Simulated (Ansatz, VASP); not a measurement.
# One calculation of GdO, two programs

```
Gd O
1.0
     0.00000    2.70000    2.70000
     2.70000    0.00000    2.70000
     2.70000    2.70000    0.00000
Gd O
1 1
Direct
  0.00000 0.00000 0.00000
  0.25000 0.25000 0.25000
```

Alike in both runs: task single point; functional RPBE; k mesh 9 × 9 × 9; collinear spin.

|  | VASP | Ansatz |
| --- | --- | --- |
| version | VASP 6.6.1 | Ansatz 0.2.0 |
| potentials or method | VASP PAW PBE potentials, release 64 (Gd, O), cutoff 520 eV | plane waves, PAW |
| occupations | methfessel-paxton of order 1, width 0.15 eV | cold, width 0.15 eV |
| valence electrons in the cell | 24 | 24 |

Ansatz gave:

```
gap on the k mesh at the Fermi level (eV)                     : none
pressure (GPa)                                                : 2.0
net moment per atom (μB)                                      : 3.83
size of the moment on the site where the two differ most (μB) : 6.86
```

What did VASP give for the same quantities?

gap on the k mesh at the Fermi level (eV): none; pressure (GPa): 1.9; net moment per atom (μB): 3.85; size of the moment on the site where the two differ most (μB): 6.92.

VASP's potentials were made for PBE, not for RPBE. Site moments also hang on the region over which each program counts them. A gap of «none» marks a metal or a gap that the smearing closes. Ansatz's warnings: stability check not made, stress scf threshold loose.

Spin-orbit coupling is off throughout.
